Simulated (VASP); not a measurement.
Write the native input for VASP 6.6.1 that does the following.

| Item | Value |
| --- | --- |
| Task | single point |
| Functional | PBE |
| Potentials or basis | VASP PAW PBE potentials, release 64 (Cs_sv, Ti_sv) |
| Cutoff | 520 eV |
| k mesh | 3 × 3 × 2 |
| Occupations | gaussian, width 0.1 eV |
| Spin | collinear spin |
| Starting moments | [0.0, 0.0, 0.0, 0.0, 1.0] μB |
| Dipole correction | no |
| Further INCAR settings | ALGO = Normal; EDIFF = 1e-06; NBANDS = 36 |

The structure of Cs4Ti lies in POSCAR:

```
Cs4Ti
1.0
    7.3045546204      0.0000000000      0.0000000000
   -3.6522773102      6.3259298646      0.0000000000
    0.0000000000      0.0000000000      9.6175930321
Cs Ti
4 1
Direct
    0.3333333333      0.6666666667      0.7731914335
    0.3333333333      0.6666666667      0.2268085665
    0.6666666667      0.3333333333      0.2268085665
    0.6666666667      0.3333333333      0.7731914335
    0.0000000000      0.0000000000      0.0000000000
```

The cell was built from a structure type or drawn by symmetry, and may not be a known phase.

One way to write it, as run:

INCAR

```
SYSTEM = Cs4Ti
PREC = Accurate
ENCUT = 520
EDIFF = 1E-6
ISMEAR = 0
SIGMA = 0.1
LREAL = .False.
LASPH = .True.
NELM = 150
ALGO = Normal
ISIF = 2
LWAVE = .False.
LCHARG = .False.
ISPIN = 2
MAGMOM = 0 0 0 0 1
LORBIT = 11
LMAXMIX = 4
GGA = PE
NBANDS = 36
```

KPOINTS

```
Automatic mesh
0
Gamma
  3 3 2
  0 0 0
```

Potentials or basis: VASP PAW PBE potentials, release 64 (Cs_sv, Ti_sv).

Command:

```bash
$ cat potpaw_PBE.64/Cs_sv/POTCAR potpaw_PBE.64/Ti_sv/POTCAR > POTCAR
$ mpirun -np 1 vasp_std > vasp.out
```

Results of the run:

- Pressure: 0.0 GPa
- Largest force: 0.009 eV/Å
- Net moment: 3.91 μB per cell
- Site moments: Cs +0.02; Ti +2.00 μB
- Valence electrons inside the program's atomic spheres: Cs 6.55; Ti 10.11

Wall time 16 min on 1 thread of Oxide Virtual Turin-like Processor (shared host), peak memory 0.69 GiB.
